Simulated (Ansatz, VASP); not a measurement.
# One calculation of Sn, two programs

```
Sn
1.0
    -1.82215    1.73046    1.89742
     1.82215   -1.73046    1.89742
     1.82215    1.73046   -1.89742
Sn
1
Cartesian
  0.0000 0.0000 0.0000
```

Change from the starting cell: strain -0.0450 x Voigt [0, 0, 1, 0, 0, 0], atoms carried along.

Alike in both runs: task single point; functional PBEsol; dispersion D3(BJ); k mesh 24 × 24 × 24; occupations gaussian, width 0.15 eV; no spin polarisation.

```csv
,VASP,Ansatz
version,VASP 6.6.1,Ansatz 0.2.0
potentials or method,"VASP PAW PBE potentials, release 64 (Sn_d), cutoff 520 eV","scalar-relativistic, plane waves, PAW"
valence electrons in the cell,14,14
```

```csv
,VASP,Ansatz,Ansatz less VASP
gap on the k mesh at the Fermi level (eV),none,none,-
pressure (GPa),3.0,3.1,+0.02
"traceless stress, the component that is largest in VASP (GPa)",-0.38,-0.38,+0.003
```

VASP's potentials were made for PBE, not for PBEsol. A gap of «none» marks a metal or a gap that the smearing closes.
